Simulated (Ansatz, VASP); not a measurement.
# One calculation of Cs2VH6, two programs

```
Cs V H
1.0
     0.00000    4.60351    4.60351
     4.60351    0.00000    4.60351
     4.60351    4.60351    0.00000
Cs V H
2 1 6
Direct
  0.75000 0.75000 0.75000
  0.25000 0.25000 0.25000
  0.00000 0.00000 0.00000
  0.80889 0.80889 0.19111
  0.19111 0.80889 0.19111
  0.80889 0.19111 0.19111
  0.19111 0.19111 0.80889
  0.80889 0.19111 0.80889
  0.19111 0.80889 0.80889
```

Change from the starting cell: species swapped into the Na2H6Pt type (Fm-3m, No. 225).

Alike in both runs: functional PBE; k mesh 8 × 8 × 8; occupations gaussian, width 0.1 eV; collinear spin.

Ansatz relaxed the structure, and its values are those at the end. VASP's run is a single point on that final structure, the one shown.

|  | VASP | Ansatz |
| --- | --- | --- |
| version | VASP 6.6.1 | Ansatz 0.2.0 |
| potentials or method | VASP PAW PBE potentials, release 64 (Cs_sv, V_sv, H), cutoff 520 eV | scalar-relativistic, plane waves, PAW |
| valence electrons in the cell | 37 | 37 |

```tsv
	VASP	Ansatz	Ansatz less VASP
gap on the k mesh at the Fermi level (eV)	none	none	-
pressure (GPa)	0.0	0.0	+0.03
net moment per atom (μB)	0.11	0.11	0.000
size of the moment on the site where the two differ most (μB)	0.96	0.68	-0.273
```

Site moments also hang on the region over which each program counts them. A gap of «none» marks a metal or a gap that the smearing closes.

Neither program's run includes spin-orbit coupling.
